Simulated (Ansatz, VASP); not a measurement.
# Two plane-wave programs on SiC

File POSCAR:

```
SiC
1.0
    3.0759982064      0.0000000000      0.0000000000
   -1.5379991032      2.6638925888      0.0000000000
    0.0000000000      0.0000000000      5.0480000000
Si C
2 2
Direct
    0.3614876217      0.7229752433      0.0000000000
    0.6385123783      0.2770247567      0.5000000000
    0.3080015041      0.6160030082      0.3850000000
    0.6919984959      0.3839969918      0.8850000000
```

File INCAR.step1:

```
SYSTEM = SiC
PREC = Accurate
ENCUT = 520
ISMEAR = 0
SIGMA = 0.05
LREAL = .FALSE.
LASPH = .TRUE.
NELM = 60
NBANDS = 16
GGA = PE
ALGO = Normal
EDIFF = 1E-4
LWAVE = .TRUE.
LCHARG = .FALSE.
```

Contents of INCAR.step2:

```
SYSTEM = SiC
PREC = Accurate
ENCUT = 520
EDIFF = 1E-6
ISMEAR = 0
SIGMA = 0.05
LREAL = .FALSE.
LASPH = .TRUE.
NELM = 60
ALGO = Normal
ISIF = 2
LWAVE = .FALSE.
LCHARG = .FALSE.
METAGGA = R2SCAN
LMIXTAU = .TRUE.
NBANDS = 16
ISTART = 1
```

File KPOINTS:

```
Automatic mesh
0
G
  12 12 6
  0 0 0
```

Input for Ansatz:

```yaml
crystal:
  lattice:
    - [3.0759982064, 0.0, 0.0]
    - [-1.5379991032, 2.6638925888, 0.0]
    - [0.0, 0.0, 5.048]
  atoms:
    - { symbol: Si, position: [0.3614876217, 0.7229752433, 0.0] }
    - { symbol: Si, position: [0.6385123783, 0.2770247567, 0.5] }
    - { symbol: C, position: [0.3080015041, 0.6160030082, 0.385] }
    - { symbol: C, position: [0.6919984959, 0.3839969918, 0.885] }
basis:
  ecutwfc: 500
kpoints:
  mp_grid: { grid: [12, 12, 6] }
hamiltonian:
  xc: r2scan
scf:
  occupations: { method: gaussian, width: 0.05 }
output:
  forces: true
  stress: true
  eigenvalues: true
```

Change from the starting cell: mode 4 (274.0 1/cm) frozen in, largest displacement +0.150 Å.

Alike in both runs: task single point; functional r2SCAN; k mesh 12 × 12 × 6; occupations gaussian, width 0.05 eV; no spin polarisation.

|  | VASP | Ansatz |
| --- | --- | --- |
| version | VASP 6.6.1 | Ansatz 0.2.0 |
| potentials or method | VASP PAW PBE potentials, release 64 (Si, C), cutoff 520 eV | scalar-relativistic, plane waves, PAW |
| valence electrons in the cell | 16 | 16 |

VASP gave:

```
gap on the k mesh at the Fermi level (eV)                     : 2.40
least direct gap on the mesh (eV)                             : 4.69
pressure (GPa)                                                : -0.3
traceless stress, the component that is largest in VASP (GPa) : 3.35
rms of the force components (eV/Å)                            : 0.694
```

Question: Which values does Ansatz return?

Answer: gap on the k mesh at the Fermi level (eV): 2.39; least direct gap on the mesh (eV): 4.68; pressure (GPa): -0.2; traceless stress, the component that is largest in VASP (GPa): 3.33; rms of the force components (eV/Å): 0.694.

VASP's potentials were made for PBE, not for r2SCAN. Atom by atom the forces differ by 0.003 eV/Å (rms over components). The functional is the same, so the differences come from potentials, cutoffs and numerics.
